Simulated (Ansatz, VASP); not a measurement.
One calculation of FePt, two programs

The input INCAR:

```
  PREC = Accurate
  ENCUT = 520
  EDIFF = 1E-6
  ISMEAR = -1
  SIGMA = 0.05
  LREAL = False
  LASPH = True
  NELM = 150
  ALGO = Normal
  ISIF = 2
  LWAVE = False
  LCHARG = False
  ISPIN = 2
  MAGMOM = 0 6
  LORBIT = 11
  NUPDOWN = 6.0
  LMAXMIX = 4
  GGA = PE
  NBANDS = 20
```

KPOINTS

```
regular mesh
0
Gamma
  8 8 6
```

POSCAR

```
FePt
1.0
    2.7235000000      0.0000000000      0.0000000000
    0.0000000000      2.7235000000      0.0000000000
    0.0000000000      0.0000000000      3.7200000000
Pt Fe
1 1
Direct
    0.5000000000      0.5000000000      0.5000000000
    0.0000000000      0.0000000000      0.0000000000
```

The input input.yaml:

```yaml
crystal:
  lattice:
    - [2.7235, 0.0, 0.0]
    - [0.0, 2.7235, 0.0]
    - [0.0, 0.0, 3.72]
  atoms:
    - { symbol: Pt, position: [0.5, 0.5, 0.5] }
    - { symbol: Fe, position: [0.0, 0.0, 0.0], spin: 6.0 }
hamiltonian:
  xc: pbe
  pseudopotentials: { kind: paw }
magnetization:
  spin_polarized: true
  initial_magnetization: 6.0
  spin_locking: { lock_magnetization: hard }
kpoints:
  mp_grid: { grid: [8, 8, 6] }
scf:
  occupations: { method: fermi_dirac, width: 0.05 }
  lower_state_search: "off"
output:
  forces: true
  stress: true
  eigenvalues: true
```

Alike in both runs: task single point; functional PBE; k mesh 8 × 8 × 6; occupations fermi-dirac, width 0.05 eV; collinear spin; fixed moment 6 μB.

|  | VASP | Ansatz |
| --- | --- | --- |
| version | VASP 6.6.1 | Ansatz 0.2.0 |
| potentials or method | VASP PAW PBE potentials, release 64 (Pt, Fe) | Ansatz PAW |
| plane-wave cutoff (eV) | 520 | 420 |
| valence electrons in the cell | 18 | 34 |

|  | VASP | Ansatz | Ansatz less VASP |
| --- | --- | --- | --- |
| net moment per atom (μB) | 3.00 | 3.00 | 0.000 |
| size of the moment on the site where the two differ most (μB) | 1.63 | 1.43 | -0.195 |

Site moments also hang on the region over which each program counts them. The functional is the same, so the differences come from potentials, cutoffs and numerics. VASP's potentials hold 18 valence electrons a cell and Ansatz's 34, so a difference there can come from the potentials and not from the codes.

Spin-orbit coupling is off throughout.
